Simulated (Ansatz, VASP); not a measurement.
## Cl in VASP and in Ansatz

```xyz
2
Lattice="3.4861 0.0000 0.0000 -1.7431 3.0191 0.0000 0.0000 0.0000 3.9083" Properties=species:S:1:pos:R:3 pbc="T T T"
Cl    0.0000    2.0127    0.9771
Cl    1.7431    1.0064    2.9312
```

Change from the starting cell: volume scaled by 1, PAW files.

Alike in both runs: task single point; functional PBEsol; k mesh 15 × 15 × 8; occupations fermi-dirac, width 0.08 eV; no spin polarisation.

|  | VASP | Ansatz |
| --- | --- | --- |
| version | VASP 6.6.1 | Ansatz 0.2.0 |
| potentials or method | VASP PAW PBE potentials, release 64 (Cl) | PAW with Ansatz's default frozen-core files, scalar-relativistic |
| plane-wave cutoff (eV) | 520 | 420 |
| valence electrons in the cell | 14 | 14 |

Ansatz gave:

| Item | Value |
| --- | --- |
| pressure (GPa) | 0.0 |

Q: Estimate VASP's values.

A: Pressure (GPa): -0.1.

VASP's potentials were made for PBE, not for PBEsol. The functional is the same, so the differences come from potentials, cutoffs and numerics.
